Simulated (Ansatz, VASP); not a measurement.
S: VASP beside Ansatz

File INCAR:

```
SYSTEM = S
PREC     = Accurate       ! precision mode
ENCUT    = 500            ! plane-wave cutoff, eV
EDIFF    = 1E-6           ! SCF threshold, eV
ISMEAR   = -1             ! smearing method
SIGMA    = 0.08           ! smearing width, eV
LREAL    = .FALSE.        ! projectors in reciprocal space
LASPH    = .TRUE.         ! aspherical terms in the spheres
NELM     = 120            ! most SCF steps
ALGO     = Normal         ! electronic algorithm
ISIF     = 2              ! what is computed and relaxed
LWAVE    = .FALSE.        ! write WAVECAR
LCHARG   = .FALSE.        ! write CHGCAR
GGA      = PS             ! functional
NBANDS   = 9              ! bands
GGA_COMPAT= .FALSE.
```

KPOINTS

```
regular mesh
0
G
  20 20 20
  0 0 0
```

File POSCAR:

```
S
1.0
    0.0000000000      1.5541918291      1.5541918291
    1.5541918291      0.0000000000      1.5541918291
    1.5541918291      1.5541918291      0.0000000000
S
1
Direct
    0.0000000000      0.0000000000      0.0000000000
```

Input for Ansatz:

```yaml
crystal:
  lattice:
    - [0.0, 1.5541918291, 1.5541918291]
    - [1.5541918291, 0.0, 1.5541918291]
    - [1.5541918291, 1.5541918291, 0.0]
  atoms:
    - { symbol: S, position: [0.0, 0.0, 0.0] }
kpoints:
  mp_grid: { grid: [20, 20, 20] }
scf:
  occupations: { method: fermi_dirac, width: 0.08 }
hamiltonian:
  xc: pbesol
  pseudopotentials: { kind: paw }
output:
  forces: true
  stress: true
  eigenvalues: true
```

Change from the starting cell: volume scaled by 0.503, to set the pressure.

Alike in both runs: task single point; functional PBEsol; k mesh 20 × 20 × 20; occupations fermi-dirac, width 0.08 eV; no spin polarisation.

|  | VASP | Ansatz |
| --- | --- | --- |
| version | VASP 6.6.1 | Ansatz 0.2.0 |
| potentials or method | VASP PAW PBE potentials, release 64 (S) | PAW with Ansatz's default frozen-core files, scalar-relativistic |
| plane-wave cutoff (eV) | 500 | 420 |
| valence electrons in the cell | 6 | 6 |

VASP gave:

```
pressure (GPa) : 251.0
```

Problem. Estimate Ansatz's values.

Solution. Pressure (GPa): 252.2.

VASP's potentials were made for PBE, not for PBEsol. Both programs put the cell under a high pressure, so it lies far from rest at this level. The functional is the same, so the differences come from potentials, cutoffs and numerics.

Noted on VASP's run: the cell as given lies far from equilibrium.
